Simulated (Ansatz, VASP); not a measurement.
# Two plane-wave programs on CoSn

Contents of INCAR:

```
PREC     = Accurate       # precision mode
ENCUT    = 520            # plane-wave cutoff, eV
EDIFF    = 1E-6           # SCF threshold, eV
ISMEAR   = 0              # smearing method
SIGMA    = 0.15           # smearing width, eV
LREAL    = False          # projectors in reciprocal space
LASPH    = True           # aspherical terms in the spheres
NELM     = 80             # most SCF steps
ALGO     = Fast           # electronic algorithm
ISIF     = 2              # what is computed and relaxed
LWAVE    = False          # write WAVECAR
LCHARG   = True           # write CHGCAR
GGA      = PE             # functional
LELF     = True           # ELF
LVHAR    = True         
NBANDS   = 44             # bands
```

Contents of KPOINTS:

```
Automatic mesh
0
Gamma
  12 12 12
```

File POSCAR:

```
CoSn
1.0
    4.9842773174      0.0000000000      0.0000000000
   -2.4921386587      4.3165107764      0.0000000000
    0.0000000000      0.0000000000      4.7770237364
Co Sn
3 3
Direct
    0.0000000000      0.5000000000      0.0000000000
    0.5000000000      0.5000000000      0.0000000000
    0.5000000000      0.0000000000      0.0000000000
    0.6666666667      0.3333333333      0.5000000000
    0.3333333333      0.6666666667      0.5000000000
    0.0000000000      0.0000000000      0.0000000000
```

Input for Ansatz:

```yaml
crystal:
  lattice:
    - [4.9842773174, 0.0, 0.0]
    - [-2.4921386587, 4.3165107764, 0.0]
    - [0.0, 0.0, 4.7770237364]
  atoms:
    - { symbol: Co, position: [0.0, 0.5, 0.0] }
    - { symbol: Co, position: [0.5, 0.5, 0.0] }
    - { symbol: Co, position: [0.5, 0.0, 0.0] }
    - { symbol: Sn, position: [0.6666666667, 0.3333333333, 0.5] }
    - { symbol: Sn, position: [0.3333333333, 0.6666666667, 0.5] }
    - { symbol: Sn, position: [0.0, 0.0, 0.0] }
basis:
  ecutwfc: 420
kpoints:
  mp_grid: { grid: [12, 12, 12] }
hamiltonian:
  xc: pbe
scf:
  occupations: { method: gaussian, width: 0.15 }
output:
  forces: true
  stress: true
  eigenvalues: true
```

Alike in both runs: task single point; functional PBE; k mesh 12 × 12 × 12; occupations gaussian, width 0.15 eV; no spin polarisation.

|  | VASP | Ansatz |
| --- | --- | --- |
| version | VASP 6.6.1 | Ansatz 0.2.0 |
| potentials or method | VASP PAW PBE potentials, release 64 (Co, Sn_d), cutoff 520 eV | scalar-relativistic, plane waves, PAW |
| valence electrons in the cell | 69 | 93 |

Ansatz gave:

```
gap on the k mesh at the Fermi level (eV)                     : none
pressure (GPa)                                                : 5.3
traceless stress, the component that is largest in VASP (GPa) : -20.46
```

Task: Which values does VASP return?

Result: gap on the k mesh at the Fermi level (eV): none; pressure (GPa): 5.2; traceless stress, the component that is largest in VASP (GPa): -20.45.

A gap of «none» marks a metal or a gap that the smearing closes. VASP's potentials hold 69 valence electrons a cell and Ansatz's 93, so a difference there can come from the potentials and not from the codes.
